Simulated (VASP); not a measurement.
# BN (F-43m) in VASP: settings compared

The runs below take BN through single point, with PBE, r2SCAN.

Everything below comes from runs of VASP 6.6.1. Logs are shortened: lines on timing, memory, paths and dates and some standing lists are left out, and cuts for length are marked.

## 1. The cell of the first run

It takes space group F-43m (No. 216, cubic). Conventional cell: a = 3.610 Å, b = 3.610 Å, c = 3.610 Å, α = 90.00°, β = 90.00°, γ = 90.00°. Within 2.1 Å of B (site symmetry -43m) lie 4 N at 1.56 Å. N (site symmetry -43m) has 4 B at 1.56 Å within 2.1 Å.

## 2. Single point, PBE

File INCAR:

```
PREC = Accurate
ENCUT = 520
EDIFF = 1E-6
ISMEAR = 0
SIGMA = 0.01
LREAL = F
LASPH = T
NELM = 80
ALGO = Normal
ISIF = 2
LWAVE = F
LCHARG = T
GGA = PE
LELF = T
LVHAR = T
NBANDS = 11
```

File KPOINTS:

```
regular mesh
0
Gamma
  8 8 8
```

File POSCAR:

```
BN
1.0
    0.0000000000      1.8048254650      1.8048254650
    1.8048254650      0.0000000000      1.8048254650
    1.8048254650      1.8048254650      0.0000000000
B N
1 1
Direct
    0.0000000000      0.0000000000      0.0000000000
    0.2500000000      0.2500000000      0.2500000000
```

Potentials or basis: VASP PAW PBE potentials, release 64 (B, N).

Run with:

```console
$ cat potpaw_PBE.64/B/POTCAR potpaw_PBE.64/N/POTCAR > POTCAR
$ mpirun -np 1 vasp_std > vasp.out
```

OUTCAR:

```text
PREC = Accurate
   ENCUT = 520
   EDIFF = 1E-6
   ISMEAR = 0
   LREAL = F
   LASPH = T
   NELM = 80
   ISIF = 2
   GGA = PE

 ion  position               nearest neighbor table
   1  0.000  0.000  0.000-   2 1.56   2 1.56   2 1.56   2 1.56
   2  0.250  0.250  0.250-   1 1.56   1 1.56   1 1.56   1 1.56

  LATTYP: Found a face centered cubic cell.
 ALAT       =     3.6096509300

  Lattice vectors:

 A1 = (   0.0000000000,   1.8048254650,   1.8048254650)
 A2 = (   1.8048254650,   0.0000000000,   1.8048254650)
 A3 = (   1.8048254650,   1.8048254650,   0.0000000000)

Analysis of symmetry for initial positions (statically):
=====================================================================
 Subroutine PRICEL returns:
 Original cell was already a primitive cell.

 Routine SETGRP: Setting up the symmetry group for a
 face centered cubic supercell.

 Subroutine GETGRP returns: Found 24 space group operations
 (whereof 24 operations were pure point group operations)
 out of a pool of 48 trial point group operations.

The static configuration has the point symmetry T_d .

Analysis of symmetry for dynamics (positions and initial velocities):
=====================================================================
 Subroutine PRICEL returns:
 Original cell was already a primitive cell.

 Routine SETGRP: Setting up the symmetry group for a
 face centered cubic supercell.

 Subroutine GETGRP returns: Found 24 space group operations
 (whereof 24 operations were pure point group operations)
 out of a pool of 48 trial point group operations.

The dynamic configuration has the point symmetry T_d .

 Subroutine INISYM returns: Found 24 space group operations
 (whereof 24 operations are pure point group operations),
 and found     1 'primitive' translations

----------------------------------------------------------------------------------------

                                     Primitive cell

  volume of cell :      11.7581

  direct lattice vectors                    reciprocal lattice vectors
     0.000000000  1.804825465  1.804825465    -0.277035098  0.277035098  0.277035098
     1.804825465  0.000000000  1.804825465     0.277035098 -0.277035098  0.277035098
     1.804825465  1.804825465  0.000000000     0.277035098  0.277035098 -0.277035098

  length of vectors
     2.552408650  2.552408650  2.552408650     0.479838866  0.479838866  0.479838866

  position of ions in fractional coordinates (direct lattice)
     0.000000000  0.000000000  0.000000000
     0.250000000  0.250000000  0.250000000

  ion indices of the primitive-cell ions
   primitive index   ion index
                 1           1
                 2           2

----------------------------------------------------------------------------------------

 KPOINTS: regular mesh

Automatic generation of k-mesh.
 Grid dimensions read from file:
 generate k-points for:    8    8    8

 Generating k-lattice:

  Cartesian coordinates                     Fractional coordinates (reciprocal lattice)
    -0.034629387  0.034629387  0.034629387     0.125000000  0.000000000  0.000000000
     0.034629387 -0.034629387  0.034629387     0.000000000  0.125000000  0.000000000
     0.034629387  0.034629387 -0.034629387     0.000000000  0.000000000  0.125000000

  Length of vectors
     0.059979858  0.059979858  0.059979858

  Shift w.r.t. Gamma in fractional coordinates (k-lattice)
     0.000000000  0.000000000  0.000000000

 Subroutine IBZKPT returns following result:
 ===========================================

 Found     29 irreducible k-points:

 Following reciprocal coordinates:
            Coordinates               Weight
  0.000000  0.000000  0.000000      1.000000
  0.125000  0.000000  0.000000      8.000000
  0.250000  0.000000  0.000000      8.000000
  0.375000  0.000000  0.000000      8.000000
  0.500000  0.000000  0.000000      4.000000
  0.125000  0.125000  0.000000      6.000000
[... 16 lines left out ...]
  0.500000  0.250000  0.125000     48.000000
 -0.375000  0.250000  0.125000     24.000000
 [... further k-points ...]
   k-points           NKPTS =     29   k-points in BZ     NKDIM =     29   number of bands    NBANDS=     11
   number of dos      NEDOS =    301   number of ions     NIONS =      2
   total plane-waves  NPLWV =   8000
   dimension x,y,z NGX =    20 NGY =   20 NGZ =   20
   dimension x,y,z NGXF=    40 NGYF=   40 NGZF=   40
   ions per type =               1   1
   NGX,Y,Z   is equivalent  to a cutoff of  13.03, 13.03, 13.03 a.u.
   NGXF,Y,Z  is equivalent  to a cutoff of  26.05, 26.05, 26.05 a.u.
 SYSTEM =  unknown system
   PREC   = accura    normal or accurate (medium, high low for compatibility)
   ISTART =      0    job   : 0-new  1-cont  2-samecut
   ICHARG =      2    charge: 1-file 2-atom 10-const
   ISPIN  =      1    spin polarized calculation?
   LNONCOLLINEAR =      F non collinear calculations
   LSORBIT =      F    spin-orbit coupling
   LASPH  =      T    aspherical Exc in radial PAW
   ENCUT  =  520.0 eV  38.22 Ry    6.18 a.u.   4.75  4.75  4.75*2*pi/ulx,y,z
   NELM   =     80;   NELMIN=  2; NELMDL= -5     # of ELM steps
   EDIFF  = 0.1E-05   stopping-criterion for ELM
   LREAL  =      F    real-space projection
   EDIFFG = 0.1E-04   stopping-criterion for IOM
   NSW    =      0    number of steps for IOM
   IBRION =     -1    ionic relax: 0-MD 1-quasi-New 2-CG
   NFREE  =      0    steps in history (QN), initial steepest desc. (CG)
   ISIF   =      2    stress and relaxation
   ISYM   =      2    0-nonsym 1-usesym 2-fastsym
   POTIM  = 0.5000    time-step for ionic-motion
   TEBEG  =    0.0;   TEEND  =   0.0 temperature during run
   PSTRESS=    0.0 pullay stress
   NELECT =       8.0000    total number of electrons
   NUPDOWN=      -1.0000    fix difference up-down
   EMIN   =  10.00;   EMAX   =-10.00  energy-range for DOS
   EFERMI =   0.00;   METHOD = LEGACY
   ISMEAR =     0;   SIGMA  =   0.01  broadening in eV -4-tet -1-fermi 0-gaus
   EFERMI_NEDOS =   21; number of points for ismear=-14 and -15
   IALGO  =     38    algorithm
   IMIX   =      4    mixing-type and parameters
     AMIX     =   0.40;   BMIX     =  1.00
     AMIX_MAG =   1.60;   BMIX_MAG =  1.00
  volume/ion in A,a.u.               =       5.88        39.67
  Fermi-wavevector in a.u.,A,eV,Ry     =   1.439880  2.720979 28.208337  2.073254
  Thomas-Fermi vector in A             =   2.558686
   LORBIT       =      0    0 simple, 1 ext, 2 COOP (PROOUT), +10 PAW based schemes
   GGA     = PE    functional components
   LHFCALC =     F    Hartree Fock is set to
   AEXX    =    0.0000 exact exchange contribution
   IVDW    =     0    specifies the selected vdW correction
   LEPSILON=     F    determine dielectric tensor
   LRPA    =     F    only Hartree local field effects (RPA)
 non-spin polarized calculation
 Gauss-broadening in eV      SIGMA  =   0.01
  energy-cutoff  :      520.00
  volume of cell :       11.76
 maximum number of plane-waves:       332
   NGX =  9   NGY =  9   NGZ =  9

 number of electron       7.9999999 magnetization

 Free energy of the ion-electron system (eV)
  ---------------------------------------------------
  ext. energy  EPLUGINS =         0.00000000
  ---------------------------------------------------
  free energy    TOTEN  =       -17.44804039 eV

  energy without entropy =      -17.44804039  energy(sigma->0) =      -17.44804039

 E-fermi :   7.5406     XC(G=0): -12.8439

 val. band max:        7.4579619066   @ k =   0.0000   0.0000   0.0000
 cond. band min:      11.9218210103   @ k =   0.5000   0.5000   0.0000
 fundamental gap:      4.4638591037
 Fermi energy:         7.5405997176

 k-point     1 :       0.0000    0.0000    0.0000
  band No.  band energies     occupation
      1     -12.8234      2.00000
      2       7.4580      2.00000
      3       7.4580      2.00000
      4       7.4580      2.00000
      5      16.2988      0.00000
      6      16.2988      0.00000
      7      16.2988      0.00000
      8      17.8796      0.00000
      9      32.2937      0.00000
     10      35.2804      0.00000
     11      35.2804      0.00000

 k-point     2 :       0.1250    0.0000    0.0000
  band No.  band energies     occupation
      1     -12.4430      2.00000
      2       5.5766      2.00000
      3       7.0758      2.00000
      4       7.0758      2.00000
      5      16.6804      0.00000
      6      16.8724      0.00000
      7      16.8724      0.00000
      8      19.0551      0.00000
      9      31.8238      0.00000
     10      32.1521      0.00000
     11      32.1521      0.00000

 k-point     3 :       0.2500    0.0000    0.0000
  band No.  band energies     occupation
      1     -11.3387      2.00000
      2       1.9624      2.00000
      3       6.3249      2.00000
      4       6.3249      2.00000
      5      17.1511      0.00000
      6      17.8245      0.00000
      7      17.8245      0.00000
      8      21.0877      0.00000
      9      30.9635      0.00000
     10      31.0996      0.00000
     11      31.0996      0.00000

 k-point     4 :       0.3750    0.0000    0.0000
  band No.  band energies     occupation
      1      -9.7069      2.00000
      2      -1.5018      2.00000
      3       5.7267      2.00000
      4       5.7267      2.00000
      5      17.5229      0.00000
      6      18.1861      0.00000
      7      18.1861      0.00000
      8      22.3659      0.00000
      9      30.7706      0.00000
     10      32.6411      0.00000
     11      32.6411      0.00000
[... 239 lines left out ...]
 k-point    22 :       0.3750    0.2500    0.1250
  band No.  band energies     occupation
      1     -10.3977      2.00000
      2       1.7395      2.00000
      3       3.5024      2.00000
      4       5.4280      2.00000
      5      16.0509      0.00000
      6      19.3582      0.00000
      7      20.1156      0.00000
      8      20.8269      0.00000
      9      26.9901      0.00000
     10      33.2157      0.00000
     11      34.8795      0.00000

 k-point    23 :       0.5000    0.2500    0.1250
  band No.  band energies     occupation
      1      -8.8731      2.00000
      2      -0.7929      2.00000
      3       2.6877      2.00000
      4       4.4969      2.00000
      5      16.8701      0.00000
      6      18.8642      0.00000
      7      21.2537      0.00000
      8      22.1482      0.00000
      9      27.6061      0.00000
     10      32.7473      0.00000
     11      35.0370      0.00000

 k-point    24 :      -0.3750    0.2500    0.1250
  band No.  band energies     occupation
      1      -7.8790      2.00000
      2      -2.2747      2.00000
      3       2.6162      2.00000
      4       3.9918      2.00000
      5      17.0660      0.00000
      6      18.6790      0.00000
      7      21.8900      0.00000
      8      23.2898      0.00000
      9      26.9655      0.00000
     10      33.3767      0.00000
     11      35.0202      0.00000

 [... further k-points ...]

------------------------ aborting loop because EDIFF is reached ----------------------------------------

  FORCE on cell =-STRESS in cart. coord.  units (eV):
  Direction    XX          YY          ZZ          XY          YZ          ZX
  --------------------------------------------------------------------------------------
  -------------------------------------------------------------------------------------
  Total        0.3690688      0.3690688      0.3690688      0.0000000      0.0000000     -0.0000000
  in kB       50.2900798     50.2900798     50.2900798      0.0000000      0.0000000     -0.0000000
  external PRESSURE =      50.2900798 kB  Pullay stress =       0.0000000 kB

 VOLUME and BASIS-vectors are now :
 -----------------------------------------------------------------------------
  energy-cutoff  :      520.00
  volume of cell :       11.76
      direct lattice vectors                 reciprocal lattice vectors
     0.000000000  1.804825465  1.804825465    -0.277035098  0.277035098  0.277035098
     1.804825465  0.000000000  1.804825465     0.277035098 -0.277035098  0.277035098
     1.804825465  1.804825465  0.000000000     0.277035098  0.277035098 -0.277035098

 POSITION                                       TOTAL-FORCE (eV/Angst)
 -----------------------------------------------------------------------------------
      0.00000      0.00000      0.00000        -0.000000     -0.000000     -0.000000
      0.90241      0.90241      0.90241         0.000000      0.000000      0.000000
 -----------------------------------------------------------------------------------
    total drift:                                0.000000      0.000000      0.000000

  FREE ENERGIE OF THE ION-ELECTRON SYSTEM (eV)
  ---------------------------------------------------
  free  energy   TOTEN  =       -17.4480403910 eV

  energy  without entropy=      -17.4480403910  energy(sigma->0) =      -17.44804039
```

It took 3.8 s on 1 thread of Intel Xeon Platinum 8375C at 2.90GHz (Ice Lake), shared host; peak memory 0.12 GiB.

What came out:

```yaml
Free_energy: -17.4480 eV
Pressure: 5.0 GPa
Band_gap_on_the_k_mesh: 4.46 eV, indirect (least direct gap 8.84 eV)
```

Levels at points of the mesh, in eV from the valence-band top:
```tsv
k point	band 2	band 3	band 4	band 5	band 6	band 7
(0.00, 0.00, 0.00)	0.00	0.00	0.00	8.84	8.84	8.84
(0.50, 0.00, 0.00)	-10.73	-1.95	-1.95	10.20	10.73	10.73
(0.50, 0.50, 0.00)	-8.94	-4.93	-4.93	4.46	9.26	17.99
```

A k mesh can miss the band edges. PBE gaps usually lie below the measured ones, often by a third to a half.

(Continued in part 2 of 2.)
